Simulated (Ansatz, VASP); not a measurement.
Two plane-wave programs on CaSe

```
CELL_PARAMETERS angstrom
0.00000 3.00136 2.96753
3.00136 0.00000 2.96753
3.00136 3.00136 0.00000
ATOMIC_POSITIONS crystal
Ca 0.00000 0.00000 0.00000
Se 0.50000 0.50000 0.50000
```

Change from the starting cell: biaxial_xy strain +1.1%.

Alike in both runs: task single point; functional PBE; k mesh 8 × 8 × 8; occupations fermi-dirac, width 0.02 eV; no spin polarisation.

|  | VASP | Ansatz |
| --- | --- | --- |
| version | VASP 6.6.1 | Ansatz 0.2.0 |
| potentials or method | VASP PAW PBE potentials, release 64 (Ca_sv, Se) | plane waves, PAW |
| plane-wave cutoff (eV) | 520 | 420 |
| valence electrons in the cell | 16 | 26 |

VASP gave:

| Quantity | Value |
| --- | --- |
| gap on the k mesh at the Fermi level (eV) | 2.09 |
| pressure (GPa) | -0.3 |
| traceless stress, the component that is largest in VASP (GPa) | 0.63 |

Task: Estimate Ansatz's values.

Result: gap on the k mesh at the Fermi level (eV): 2.10; pressure (GPa): -0.5; traceless stress, the component that is largest in VASP (GPa): 0.62.

VASP's potentials hold 16 valence electrons a cell and Ansatz's 26, so a difference there can come from the potentials and not from the codes.
